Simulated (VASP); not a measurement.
# NaSn4Hg5 in VASP: a series of runs, part 2 of 2

VASP 6.6.1. Earlier steps stand in the parts before.

**3. Single point, PBE**

INCAR

```
PREC = Accurate
ENCUT = 520
EDIFF = 1E-6
ISMEAR = -1
SIGMA = 0.1
LREAL = F
LASPH = T
NELM = 60
ALGO = Normal
ISIF = 2
LWAVE = F
LCHARG = F
GGA = PE
NBANDS = 72
```

KPOINTS

```
regular mesh
0
Gamma
  3 2 2
```

POSCAR

```
NaSn4Hg5
1.0
    5.9810600000      0.6396360000     -0.8908280000
   -2.5991010000      7.0518590000      1.2056350000
   -0.4351860000     -0.3593440000      7.2231960000
Na Hg Sn
1 5 4
Direct
    0.9883064970      0.5416817746      0.7118997731
    0.2426420846      0.9651377703      0.5815015247
    0.4004178182      0.3877579938      0.5737909916
    0.3981390006      0.7986065584      0.9915648629
    0.2630342722      0.3133054061      0.1446907064
    0.5816849914      0.7975003139      0.4294921509
    0.0031529717      0.6439588431      0.2259080933
    0.9355900282      0.9541470025      0.8877070167
    0.8772153060      0.2049248056      0.3999602722
    0.6392133271      0.2171500513      0.9620124426
```

Potentials or basis: VASP PAW PBE potentials, release 64 (Na_pv, Hg, Sn_d).

Command:

```sh
> cat potpaw_PBE.64/Na_pv/POTCAR potpaw_PBE.64/Hg/POTCAR potpaw_PBE.64/Sn_d/POTCAR > POTCAR
> mpirun -np 1 vasp_std > vasp.out
```

OUTCAR:

```text
PREC = Accurate
   ENCUT = 520
   EDIFF = 1E-6
   ISMEAR = -1
   LREAL = F
   LASPH = T
   NELM = 60
   ISIF = 2
   GGA = PE

 ion  position               nearest neighbor table
   1  0.988  0.542  0.712-   4 3.24   2 3.30
   2  0.243  0.965  0.582-   3 3.10   4 3.13   6 3.13   8 3.17   9 3.20   1 3.30   7 3.60  10 3.64
                             6 3.85   5 3.85
   3  0.400  0.388  0.574-   2 3.10   5 3.13   6 3.14  10 3.16   9 3.18
   4  0.398  0.799  0.992-   7 3.12   2 3.13   6 3.13  10 3.14   8 3.24   1 3.24   8 3.38   5 3.64

   5  0.263  0.313  0.145-   3 3.13  10 3.15   9 3.16   8 3.44   7 3.47   4 3.64  10 3.66   2 3.85
[... 810 lines left out ...]
  external PRESSURE =     -21.5459647 kB  Pullay stress =       0.0000000 kB

 VOLUME and BASIS-vectors are now :
 -----------------------------------------------------------------------------
  energy-cutoff  :      520.00
  volume of cell :      315.36
      direct lattice vectors                 reciprocal lattice vectors
     5.981060000  0.639636000 -0.890828000     0.162896309  0.057868526  0.012693121
    -2.599101000  7.051859000  1.205635000    -0.013635743  0.135766568  0.005932667
    -0.435186000 -0.359344000  7.223196000     0.022365767 -0.015524156  0.139018069

 POSITION                                       TOTAL-FORCE (eV/Angst)
 -----------------------------------------------------------------------------------
      4.19343      4.19620      4.91485        -0.035726     -0.048384      0.000759
     -1.31029      6.75226      5.14775         0.002553     -0.132913     -0.344651
      1.13739      2.78435      4.25540         0.165298      0.187496      0.180927
     -0.12588      5.53001      7.77042         0.315730     -0.040166      0.213018
      0.69594      2.32564      1.18854         0.147115     -0.103019     -0.316839
      1.21940      5.84159      3.54562         0.091713      0.001433      0.163165
     -1.75317      4.46194      2.40535        -0.165480     -0.046959     -0.154484
      2.72958      7.00795      6.72898        -0.375471      0.002349      0.093808
      4.54000      1.86248      2.35461        -0.150171     -0.064221     -0.216525
      2.84012      1.59448      6.64118         0.004440      0.244385      0.380822
 -----------------------------------------------------------------------------------
    total drift:                               -0.000484      0.000900      0.000120

  FREE ENERGIE OF THE ION-ELECTRON SYSTEM (eV)
  ---------------------------------------------------
  free  energy   TOTEN  =       -16.7456239222 eV

  energy  without entropy=      -16.5629545010  energy(sigma->0) =      -16.65428921
```

Wall time 4.8 min (1 thread of Intel Xeon Platinum 8259CL at 2.50GHz (Skylake/Cascade Lake), shared host); peak memory 0.45 GiB.

What came out:

```
Free energy            : -16.7456 eV
Pressure               : -2.2 GPa
Largest force          : 0.453 eV/Å
Band gap on the k mesh : zero (an odd number of electrons rules out a gap without spin polarisation)
```

Forces in eV/Å, atoms in the order of the input:
```
Na  -0.036 -0.048  0.001
Hg   0.003 -0.133 -0.345
Hg   0.165  0.187  0.181
Hg   0.316 -0.040  0.213
Hg   0.147 -0.103 -0.317
Hg   0.092  0.001  0.163
Sn  -0.165 -0.047 -0.154
Sn  -0.375  0.002  0.094
Sn  -0.150 -0.064 -0.217
Sn   0.004  0.244  0.381
```

Levels at points of the mesh, in eV from the Fermi level:
| k point | band 60 | band 61 | band 62 | band 63 | band 64 | band 65 |
| --- | --- | --- | --- | --- | --- | --- |
| (0.00, 0.00, 0.00) | -0.85 | -0.73 | -0.43 | 0.06 | 0.44 | 0.97 |
| (0.00, 0.50, 0.00) | -0.86 | -0.61 | -0.29 | 0.35 | 0.53 | 1.11 |
| (0.00, 0.00, 0.50) | -1.08 | -0.79 | -0.48 | 0.45 | 0.92 | 1.31 |
| (0.00, 0.50, 0.50) | -0.58 | -0.46 | -0.02 | 0.30 | 0.47 | 0.81 |

Caveat: the k points lie up to 0.45 Å⁻¹ apart, too coarse for converged energies and pressures of a metal; spin-orbit coupling is left out, which moves the levels of the heavy elements.

**4. Single point, PBE**

INCAR

```
SYSTEM = NaSn4Hg5
  PREC = Accurate
  ENCUT = 520
  EDIFF = 1E-7
  ISMEAR = -1
  SIGMA = 0.1
  LREAL = .False.
  LASPH = .True.
  NELM = 100
  ALGO = Normal
  ISIF = 2
  LWAVE = .False.
  LCHARG = .False.
  GGA = PE
  NBANDS = 72
```

KPOINTS

```
regular mesh
0
Gamma
  3 2 2
  0 0 0
```

POSCAR

```
NaSn4Hg5
1.0
    5.9810600000      0.6396360000     -0.8908280000
   -2.5991010000      7.0518590000      1.2056350000
   -0.4351860000     -0.3593440000      7.2231960000
Na Hg Sn
1 5 4
Direct
    0.9920669732      0.5436728458      0.7188293141
    0.2425271028      0.9639446826      0.5824281228
    0.4014777160      0.3869269091      0.5722500077
    0.3975224547      0.7974226334      0.9934342771
    0.2645283068      0.3140834502      0.1445245598
    0.5853522184      0.7984065823      0.4316921798
    0.0007201731      0.6440945657      0.2221178269
    0.9323775837      0.9560468331      0.8870712541
    0.8753286254      0.2061101758      0.3971976680
    0.6367404393      0.2161184811      0.9623012039
```

Command:

```sh
> cat potpaw_PBE.64/Na_pv/POTCAR potpaw_PBE.64/Hg/POTCAR potpaw_PBE.64/Sn_d/POTCAR > POTCAR
> mpirun -np 1 vasp_std > vasp.out
```

Wall time 5.7 min (1 thread of Intel Xeon Platinum 8259CL at 2.50GHz (Skylake/Cascade Lake), shared host); peak memory 0.45 GiB.

The run converged. Its results:

| Item | Value |
| --- | --- |
| Free energy | -16.7651 eV |
| Pressure | -2.1 GPa |
| Largest force | 0.445 eV/Å |
| Band gap on the k mesh | zero (an odd number of electrons rules out a gap without spin polarisation) |

Forces in eV/Å, atoms in the order of the input:
```
Na  -0.044 -0.083 -0.054
Hg  -0.003 -0.119 -0.343
Hg   0.160  0.191  0.186
Hg   0.318 -0.022  0.226
Hg   0.130 -0.112 -0.309
Hg   0.074 -0.012  0.158
Sn  -0.166 -0.057 -0.113
Sn  -0.346  0.000  0.078
Sn  -0.125 -0.051 -0.186
Sn   0.002  0.266  0.357
```

Stress tensor (GPa, compression positive):
```
-2.89  0.04  0.11
 0.04 -1.90 -0.08
 0.11 -0.08 -1.65
```

Levels at points of the mesh, in eV from the Fermi level:
```csv
k point,band 60,band 61,band 62,band 63,band 64,band 65
"(0.00, 0.00, 0.00)",-0.87,-0.73,-0.43,0.06,0.46,0.99
"(0.00, 0.50, 0.00)",-0.88,-0.60,-0.29,0.36,0.52,1.13
"(0.00, 0.00, 0.50)",-1.07,-0.80,-0.49,0.45,0.95,1.29
"(0.00, 0.50, 0.50)",-0.57,-0.47,-0.02,0.31,0.49,0.83
```

Caveat: the k points lie up to 0.45 Å⁻¹ apart, too coarse for converged energies and pressures of a metal; spin-orbit coupling is left out, which moves the levels of the heavy elements.

**5. Overview**

| cell | gap on the mesh (eV) | pressure (GPa) | largest force (eV/Å) |
| --- | --- | --- | --- |
| as given, atomic positions A | none | -2.2 | 0.45 |
| as given, atomic positions B | none | -2.2 | 0.45 |
| as given, atomic positions C | none | -2.1 | 0.44 |

Alike in all rows: task single point; level PBE; potentials or basis VASP PAW PBE potentials, release 64 (Na_pv, Hg, Sn_d); no spin polarisation; k mesh 3 × 2 × 2; cutoff (eV) 520; smearing fermi-dirac 0.1 eV.

Caveats: all runs use coarse meshes; spin-orbit coupling is left out, which moves the levels of the heavy elements.

Total energies depend on the potentials used, so only differences within one code and one set of settings carry meaning.
